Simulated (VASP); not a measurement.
# Ta (C2/m) in VASP: single point with r2SCAN

Aim: the single point of Ta with r2SCAN.

All numbers are computed with VASP 6.6.1; they aren't measurements. Logs are shortened: lines on timing, memory, paths and dates and some standing lists are left out, and cuts for length are marked.

## Step 1: The cell of the first run

Symmetry: C2/m, No. 12, monoclinic system. Conventional cell: a = 4.936 Å, b = 2.902 Å, c = 3.517 Å, α = 90.00°, β = 134.40°, γ = 90.00°. Ta (site symmetry 2/m) has 14 Ta at 2.86 to 3.53 Å within 3.8 Å.

## Step 2: Single point, r2SCAN

POSCAR reads:

```
Ta
1.0
    2.8722955478     -0.0171936637      0.4143270272
   -1.4510379235      2.5132714072      0.0000000000
    1.7885720352      1.0326325460      2.8473201123
Ta
1
Direct
    0.0000000000      0.0000000000      0.0000000000
```

INCAR.step1 reads:

```
SYSTEM = Ta
  PREC = Accurate
  ENCUT = 520
  ISMEAR = 0
  SIGMA = 0.1
  LREAL = .FALSE.
  LASPH = .TRUE.
  NELM = 60
  NBANDS = 12
  GGA = PE
  ALGO = Normal
  EDIFF = 1E-4
  LWAVE = .TRUE.
  LCHARG = .FALSE.
```

INCAR.step2 reads:

```
SYSTEM = Ta
  PREC = Accurate
  ENCUT = 520
  EDIFF = 1E-6
  ISMEAR = 0
  SIGMA = 0.1
  LREAL = .FALSE.
  LASPH = .TRUE.
  NELM = 60
  ALGO = Normal
  ISIF = 2
  LWAVE = .FALSE.
  LCHARG = .FALSE.
  METAGGA = R2SCAN
  LMIXTAU = .TRUE.
  NBANDS = 12
  ISTART = 1
```

KPOINTS reads:

```
regular mesh
0
G
  12 12 14
  0 0 0
```

Potentials or basis: VASP PAW PBE potentials, release 64 (Ta_pv).

Run with:

```bash
$ cat potpaw_PBE.64/Ta_pv/POTCAR > POTCAR
$ cp INCAR.step1 INCAR
$ mpirun -np 1 vasp_std > vasp.out
$ cp INCAR.step2 INCAR
$ mpirun -np 1 vasp_std > vasp.out
```

OUTCAR:

```text
SYSTEM = Ta
   PREC = Accurate
   ENCUT = 520
   EDIFF = 1E-6
   ISMEAR = 0
   LREAL = .FALSE.
   LASPH = .TRUE.
   NELM = 60
   ISIF = 2
   METAGGA = R2SCAN
   ISTART = 1

 ion  position               nearest neighbor table
   1  0.000  0.000  0.000-

  LATTYP: Found a base centered monoclinic cell.
 ALAT       =     4.9358022728
 B/A-ratio  =     0.5879643646
 C/A-ratio  =     0.7126427732
 COS(beta)  =    -0.6996256335

  Lattice vectors:

 A1 = (   1.0837235126,  -1.0498262097,  -2.4329930851)
 A2 = (  -0.3673144109,   1.4634451975,  -2.4329930851)
 A3 = (   1.7885720352,   1.0326325460,   2.8473201123)

Analysis of symmetry for initial positions (statically):
=====================================================================
 Subroutine PRICEL returns:
 Original cell was already a primitive cell.

 Routine SETGRP: Setting up the symmetry group for a
 base centered monoclinic supercell.

 Subroutine GETGRP returns: Found  4 space group operations
 (whereof  4 operations were pure point group operations)
 out of a pool of  4 trial point group operations.

The static configuration has the point symmetry C_2h.

Analysis of symmetry for dynamics (positions and initial velocities):
=====================================================================
 Subroutine PRICEL returns:
 Original cell was already a primitive cell.

 Routine SETGRP: Setting up the symmetry group for a
 base centered monoclinic supercell.

 Subroutine GETGRP returns: Found  4 space group operations
 (whereof  4 operations were pure point group operations)
 out of a pool of  4 trial point group operations.

The dynamic configuration has the point symmetry C_2h.

 Subroutine INISYM returns: Found  4 space group operations
 (whereof  4 operations are pure point group operations),
 and found     1 'primitive' translations

----------------------------------------------------------------------------------------

                                     Primitive cell

  volume of cell :      18.0001

  direct lattice vectors                    reciprocal lattice vectors
     2.872295548 -0.017193664  0.414327027     0.397558882  0.229530727 -0.332974011
    -1.451037923  2.513271407  0.000000000     0.026488975  0.413181204 -0.166487005
     1.788572035  1.032632546  2.847320112    -0.057850675 -0.033400103  0.399660062

  length of vectors
     2.902075847  2.902075847  3.517463820     0.567105908  0.446249142  0.405204186

  position of ions in fractional coordinates (direct lattice)
     0.000000000  0.000000000  0.000000000

  ion indices of the primitive-cell ions
   primitive index   ion index
                 1           1

----------------------------------------------------------------------------------------

 KPOINTS: regular mesh

Automatic generation of k-mesh.
 Grid dimensions read from file:
 generate k-points for:   12   12   14

 Generating k-lattice:

  Cartesian coordinates                     Fractional coordinates (reciprocal lattice)
     0.033129907  0.019127561 -0.027747834     0.083333333  0.000000000 -0.000000000
     0.002207415  0.034431767 -0.013873917    -0.000000000  0.083333333 -0.000000000
    -0.004132191 -0.002385722  0.028547147    -0.000000000  0.000000000  0.071428571

  Length of vectors
     0.047258826  0.037187428  0.028943156

  Shift w.r.t. Gamma in fractional coordinates (k-lattice)
     0.000000000  0.000000000  0.000000000

 Subroutine IBZKPT returns following result:
 ===========================================

 Found    554 irreducible k-points:

 Following reciprocal coordinates:
            Coordinates               Weight
  0.000000  0.000000  0.000000      1.000000
  0.083333  0.000000  0.000000      2.000000
  0.166667 -0.000000  0.000000      2.000000
  0.250000  0.000000  0.000000      2.000000
  0.333333  0.000000  0.000000      2.000000
  0.416667  0.000000  0.000000      2.000000
[... 16 lines left out ...]
  0.166667  0.250000 -0.000000      4.000000
  0.250000  0.250000  0.000000      4.000000
 [... further k-points ...]
   k-points           NKPTS =    554   k-points in BZ     NKDIM =    554   number of bands    NBANDS=     12
   number of dos      NEDOS =    301   number of ions     NIONS =      1
   total plane-waves  NPLWV =  16128
   dimension x,y,z NGX =    24 NGY =   24 NGZ =   28
   dimension x,y,z NGXF=    48 NGYF=   48 NGZF=   56
   ions per type =               1
   NGX,Y,Z   is equivalent  to a cutoff of  13.75, 13.75, 13.23 a.u.
   NGXF,Y,Z  is equivalent  to a cutoff of  27.50, 27.50, 26.47 a.u.
 SYSTEM =  Ta
   PREC   = accura    normal or accurate (medium, high low for compatibility)
   ISTART =      1    job   : 0-new  1-cont  2-samecut
   ICHARG =      0    charge: 1-file 2-atom 10-const
   ISPIN  =      1    spin polarized calculation?
   LNONCOLLINEAR =      F non collinear calculations
   LSORBIT =      F    spin-orbit coupling
   LASPH  =      T    aspherical Exc in radial PAW
   ENCUT  =  520.0 eV  38.22 Ry    6.18 a.u.   5.40  5.40  6.54*2*pi/ulx,y,z
   NELM   =     60;   NELMIN=  2; NELMDL=  0     # of ELM steps
   EDIFF  = 0.1E-05   stopping-criterion for ELM
   LREAL  =      F    real-space projection
   EDIFFG = 0.1E-04   stopping-criterion for IOM
   NSW    =      0    number of steps for IOM
   IBRION =     -1    ionic relax: 0-MD 1-quasi-New 2-CG
   NFREE  =      0    steps in history (QN), initial steepest desc. (CG)
   ISIF   =      2    stress and relaxation
   ISYM   =      2    0-nonsym 1-usesym 2-fastsym
   POTIM  = 0.5000    time-step for ionic-motion
   TEBEG  =    0.0;   TEEND  =   0.0 temperature during run
   PSTRESS=    0.0 pullay stress
   NELECT =      11.0000    total number of electrons
   NUPDOWN=      -1.0000    fix difference up-down
   EMIN   =  10.00;   EMAX   =-10.00  energy-range for DOS
   EFERMI =   0.00;   METHOD = LEGACY
   ISMEAR =     0;   SIGMA  =   0.10  broadening in eV -4-tet -1-fermi 0-gaus
   EFERMI_NEDOS =   21; number of points for ismear=-14 and -15
   IALGO  =     38    algorithm
   IMIX   =      4    mixing-type and parameters
     AMIX     =   0.40;   BMIX     =  1.00
     AMIX_MAG =   1.60;   BMIX_MAG =  1.00
  volume/ion in A,a.u.               =      18.00       121.47
  Fermi-wavevector in a.u.,A,eV,Ry     =   1.389252  2.625305 26.259526  1.930021
  Thomas-Fermi vector in A             =   2.513300
   LORBIT       =      0    0 simple, 1 ext, 2 COOP (PROOUT), +10 PAW based schemes
   METAGGA = R2SCAN    functional components
   LHFCALC =     F    Hartree Fock is set to
   AEXX    =    0.0000 exact exchange contribution
   IVDW    =     0    specifies the selected vdW correction
   LEPSILON=     F    determine dielectric tensor
   LRPA    =     F    only Hartree local field effects (RPA)
 non-spin polarized calculation
 Gauss-broadening in eV      SIGMA  =   0.10
  energy-cutoff  :      520.00
  volume of cell :       18.00
 maximum number of plane-waves:       506
 NGX is ok and might be reduce to    24
   NGX = 11   NGY = 11   NGZ = 13

 number of electron      11.0000000 magnetization

 Free energy of the ion-electron system (eV)
  ---------------------------------------------------
  ext. energy  EPLUGINS =         0.00000000
  ---------------------------------------------------
  free energy    TOTEN  =       -48.47494938 eV

  energy without entropy =      -48.47150379  energy(sigma->0) =      -48.47322658

 E-fermi :   5.5524     XC(G=0): -13.7602

 val. band max:        5.5433850187   @ k =   0.3333   0.5000   0.2857
 cond. band min:       5.5551439989   @ k =  -0.0000   0.1667   0.3571
 fundamental gap:      0.0117589803
 Fermi energy:         5.5524130664

 k-point     1 :       0.0000    0.0000    0.0000
  band No.  band energies     occupation
      1     -28.9504      2.00000
      2     -28.8781      2.00000
      3     -28.7864      2.00000
      4      -2.9845      2.00000
      5       4.5719      2.00000
      6       7.3966      0.00000
      7       7.4036      0.00000
      8       7.7006      0.00000
      9      11.1903      0.00000
     10      17.4849      0.00000
     11      20.0009      0.00000
     12      20.3230      0.00000

 k-point     2 :       0.0833    0.0000    0.0000
  band No.  band energies     occupation
      1     -29.0314      2.00000
      2     -28.9610      2.00000
      3     -28.8216      2.00000
      4      -2.4290      2.00000
      5       4.6969      2.00000
      6       6.9127      0.00000
      7       7.5151      0.00000
      8       7.8698      0.00000
      9      10.8987      0.00000
     10      17.4848      0.00000
     11      20.8079      0.00000
     12      21.1783      0.00000

 k-point     3 :       0.1667   -0.0000    0.0000
  band No.  band energies     occupation
      1     -29.2579      2.00000
      2     -29.1516      2.00000
      3     -28.9182      2.00000
      4      -0.9332      2.00000
      5       5.1489      2.00000
      6       5.6097      0.41745
      7       7.8105      0.00000
      8       8.5302      0.00000
      9      10.2686      0.00000
     10      17.4844      0.00000
     11      22.1826      0.00000
     12      22.6710      0.00000
[... 286 lines left out ...]
 k-point    23 :       0.1667    0.2500   -0.0000
  band No.  band energies     occupation
      1     -29.8779      2.00000
      2     -29.4331      2.00000
      3     -29.1436      2.00000
      4       1.8263      2.00000
      5       4.6018      2.00000
      6       4.6868      2.00000
      7       7.7958      0.00000
      8      11.7893      0.00000
      9      12.3603      0.00000
     10      17.4809      0.00000
     11      18.9863      0.00000
     12      21.2580      0.00000

 k-point    24 :       0.2500    0.2500    0.0000
  band No.  band energies     occupation
      1     -29.8740      2.00000
      2     -29.5828      2.00000
      3     -29.3403      2.00000
      4       2.3834      2.00000
      5       3.8335      2.00000
      6       5.8621      0.00001
      7       7.0123      0.00000
      8      12.8549      0.00000
      9      14.6448      0.00000
     10      17.1291      0.00000
     11      17.5075      0.00000
     12      19.1850      0.00000

 [... further k-points ...]
[... 5 lines left out ...]
  --------------------------------------------------------------------------------------
  -------------------------------------------------------------------------------------
  Total        0.1679311      1.3310002      0.0654203     -1.0072474     -0.0381158     -0.0659958
  in kB       14.9474600    118.4716628      5.8230250    -89.6545895     -3.3926717     -5.8742561
  external PRESSURE =      46.4140493 kB  Pullay stress =       0.0000000 kB

 VOLUME and BASIS-vectors are now :
 -----------------------------------------------------------------------------
  energy-cutoff  :      520.00
  volume of cell :       18.00
      direct lattice vectors                 reciprocal lattice vectors
     2.872295548 -0.017193664  0.414327027     0.397558882  0.229530727 -0.332974011
    -1.451037923  2.513271407  0.000000000     0.026488975  0.413181204 -0.166487005
     1.788572035  1.032632546  2.847320112    -0.057850675 -0.033400103  0.399660062

 POSITION                                       TOTAL-FORCE (eV/Angst)
 -----------------------------------------------------------------------------------
      0.00000      0.00000      0.00000         0.000000      0.000000      0.000000
 -----------------------------------------------------------------------------------
    total drift:                               -0.000000     -0.000000     -0.000000

  FREE ENERGIE OF THE ION-ELECTRON SYSTEM (eV)
  ---------------------------------------------------
  free  energy   TOTEN  =       -48.4749493808 eV

  energy  without entropy=      -48.4715037891  energy(sigma->0) =      -48.47322658
```

It took 3.7 min on 1 thread of Intel Xeon Platinum 8375C at 2.90GHz (Ice Lake), shared host; peak memory 0.25 GiB.

Results:

```
Free energy : -48.4749 eV
Pressure    : 4.6 GPa
```

Stress tensor (GPa, compression positive):
```
 1.49 -8.97 -0.59
-8.97 11.85 -0.34
-0.59 -0.34  0.58
```

Caveat: the PAW data sets were made with another functional, which shifts forces and pressure a little; spin-orbit coupling is left out, which moves the levels of the heavy elements.
